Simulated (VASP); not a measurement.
Set up this calculation in VASP 6.6.1, as the native input.

```
Task                   : single point
Functional             : r2SCAN
Dispersion             : rVV10
Potentials or basis    : VASP PAW PBE potentials, release 64 (Pt, Se)
Cutoff                 : 520 eV
k mesh                 : 8 × 8 × 5
Occupations            : fermi-dirac, width 0.05 eV
Spin                   : no spin polarisation
Dipole correction      : no
Further INCAR settings : ALGO = Normal; EDIFF = 1e-06; NBANDS = 18
```

PtSe2:

```
Pt Se
1.0
     3.77301    0.00000    0.00000
    -1.88650    3.26752    0.00000
     0.00000    0.00000    5.12861
Pt Se
1 2
Direct
  0.00000 0.00000 0.00000
  0.66667 0.33333 0.75000
  0.33333 0.66667 0.25000
```

One way to write it, as run:

POSCAR

```
PtSe2
1.0
    3.7730056198      0.0000000000      0.0000000000
   -1.8865028099      3.2675187154      0.0000000000
    0.0000000000      0.0000000000      5.1286129021
Pt Se
1 2
Direct
    0.0000000000      0.0000000000      0.0000000000
    0.6666666667      0.3333333333      0.7500000000
    0.3333333333      0.6666666667      0.2500000000
```

INCAR.step1

```
ALGO     = Normal         # electronic algorithm
EDIFF    = 1E-4           # SCF threshold, eV
ENCUT    = 520            # plane-wave cutoff, eV
GGA      = PE             # functional
ISMEAR   = -1             # smearing method
LASPH    = True           # aspherical terms in the spheres
LCHARG   = False          # write CHGCAR
LREAL    = False          # projectors in reciprocal space
LWAVE    = True           # write WAVECAR
NBANDS   = 18             # bands
NELM     = 100            # most SCF steps
PREC     = Accurate       # precision mode
SIGMA    = 0.05           # smearing width, eV
```

INCAR.step2

```
ALGO     = Normal         # electronic algorithm
BPARAM   = 11.95        
CPARAM   = 0.0093       
EDIFF    = 1E-6           # SCF threshold, eV
ENCUT    = 520            # plane-wave cutoff, eV
ISIF     = 2              # what is computed and relaxed
ISMEAR   = -1             # smearing method
ISTART   = 1            
IVDW_NL  = 2            
LASPH    = True           # aspherical terms in the spheres
LCHARG   = True           # write CHGCAR
LELF     = True           # ELF
LMIXTAU  = True         
LREAL    = False          # projectors in reciprocal space
LUSE_VDW = True         
LVHAR    = True         
LWAVE    = False          # write WAVECAR
METAGGA  = R2SCAN         # meta-GGA
NBANDS   = 18             # bands
NELM     = 100            # most SCF steps
PREC     = Accurate       # precision mode
SIGMA    = 0.05           # smearing width, eV
```

KPOINTS

```
k-points
0
Gamma
  8 8 5
```

Potentials or basis: VASP PAW PBE potentials, release 64 (Pt, Se).

Command:

```console
$ cat potpaw_PBE.64/Pt/POTCAR potpaw_PBE.64/Se/POTCAR > POTCAR
$ cp INCAR.step1 INCAR
$ mpirun -np 1 vasp_std > vasp.out
$ cp INCAR.step2 INCAR
$ mpirun -np 1 vasp_std > vasp.out
```

It gave:

```
Pressure               : -1.2 GPa
Largest force          : 0.022 eV/Å
Band gap on the k mesh : zero (bands 11 and 12 overlap by 0.17 eV)
```

Caveat: the PAW data sets were made with another functional, which shifts forces and pressure a little; spin-orbit coupling is left out, which moves the levels of the heavy elements.

Run time: 7.3 min on 1 thread of AMD EPYC 7R13, with other jobs on the host, peak memory 0.3 GiB.
